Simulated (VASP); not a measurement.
ReP2:

```
Re P
1.0
     4.00955    0.00000    0.00000
     0.00000    4.00955    0.00000
     0.00000    0.00000    2.98429
Re P
1 2
Direct
  0.00000 0.00000 0.00000
  0.00000 0.50000 0.50000
  0.50000 0.00000 0.50000
```

The cell was built from a structure type or drawn by symmetry, and may not be a known phase.

- Program: VASP 6.6.1
- Task: relaxation of cell and atoms
- Functional: PBE
- Potentials or basis: VASP PAW PBE potentials, release 64 (Re, P)
- Cutoff: 600 eV
- k mesh: 4 × 4 × 6
- Occupations: gaussian, width 0.1 eV
- Spin: no spin polarisation

At the start: pressure 1.1 GPa; volume 15.99 Å³/atom.

**Question.** How do energy, volume and symmetry change on relaxing?

**Answer.** Over 5 steps the energy falls by 11.6 meV/atom and the volume is 16.01 Å³/atom (+0.1 %); space group P4/mmm (No. 123, to 0.1 Å) before and after.

The path:
```
step  energy change (eV)  largest force (eV/Å)  pressure (GPa)  volume (Å³)
   1              0.0000                0.0000            1.06        47.98
   2             -0.0295                0.0000           -2.44        48.69
   3             -0.0303                0.0000           -1.97        48.59
   4             -0.0297                0.0000            1.92        47.43
   5             -0.0348                0.0000           -0.13        48.02
```

Final structure:
```
Re P
1.0
     3.95653    0.00000    0.00000
     0.00000    3.95653    0.00000
     0.00000    0.00000    3.06782
Re P
1 2
Direct
  0.00000 0.00000 0.00000
  0.00000 0.50000 0.50000
  0.50000 0.00000 0.50000
```

Caveat: the k points lie up to 0.40 Å⁻¹ apart in the final cell, too coarse for converged energies and pressures of a metal.
